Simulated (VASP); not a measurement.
Crystal: ZnMo3.

```
Mo Zn
1.0
     3.94315    0.00000    0.00000
     0.00000    3.94315    0.00000
     0.00000    0.00000    3.94315
Mo Zn
3 1
Direct
  0.50000 0.50000 0.00000
  0.50000 0.00000 0.50000
  0.00000 0.50000 0.50000
  0.00000 0.00000 0.00000
```

Program: VASP 6.6.1. Alike in all runs: task single point; potentials or basis VASP PAW PBE potentials, release 64 (Mo_sv, Zn); no spin polarisation; cell as given; cutoff (eV) 520; smearing fermi-dirac 0.05 eV.

Problem. Order these runs on this cell by their pressure, lowest first.
A. level r2SCAN; k mesh 4 × 4 × 4
B. level PBE; k mesh 7 × 7 × 7
C. level RPBE; k mesh 4 × 4 × 4
D. level PBEsol; k mesh 4 × 4 × 4

Solution. D (-8.3 GPa), A (-3.7 GPa), B (-0.7 GPa), C (2.8 GPa).

Caveats: some runs use coarse meshes; the PAW data sets were made with another functional, which shifts forces and pressure a little (some runs).
